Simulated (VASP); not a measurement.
Mo: single point with PBE

The system is Mo.

```
CELL_PARAMETERS angstrom
-1.55922 1.57100 1.55922
1.58278 -1.57100 1.58278
1.55922 1.57100 -1.55922
ATOMIC_POSITIONS crystal
Mo 0.00000 0.00000 0.00000
```

This cell differs from its parent crystal: strain +0.0150 x Voigt [0, 0, 0, 0, 1, 0].

| Quantity | Value |
| --- | --- |
| Program | VASP 6.6.1 |
| Task | single point |
| Functional | PBE |
| Potentials or basis | VASP PAW PBE potentials, release 64 (Mo_sv) |
| Cutoff | 520 eV |
| k mesh | 22 × 22 × 22 |
| Occupations | gaussian, width 0.15 eV |
| Spin | no spin polarisation |
| Dipole correction | no |
| Further INCAR settings | ALGO = Fast; EDIFF = 1e-06; NBANDS = 13 |

```
Pressure               : 5.4 GPa
Band gap on the k mesh : zero (bands 7 and 8 overlap by 5.20 eV)
```

Stress tensor (GPa, compression positive):
```
 5.44  0.00 -1.58
 0.00  5.46  0.00
-1.58  0.00  5.44
```

Levels at points of the mesh, in eV from the Fermi level:
```
           k point  band 5  band 6  band 7  band 8  band 9  band 10
(0.00, 0.00, 0.00)   -7.25   -1.49   -1.38   -1.25    1.69     1.69
(0.50, 0.00, 0.00)   -5.36   -3.43    1.66    1.72    2.35     4.81
(0.00, 0.50, 0.00)   -5.35   -3.47    1.54    1.79    2.46     4.73
(0.50, 0.00, 0.50)   -5.38   -3.39    1.65    1.79    2.25     4.89
(0.50, 0.50, 0.50)   -5.49   -5.49    3.90    4.03    4.17     9.04
```

It took 5.8 min on 1 thread of Intel Xeon 8259CL, on a shared host, peak memory 0.38 GiB.

Caveat: the cell differs from its parent crystal (strain +0.0150 x Voigt [0, 0, 0, 0, 1, 0]); the cell stands under pressure.
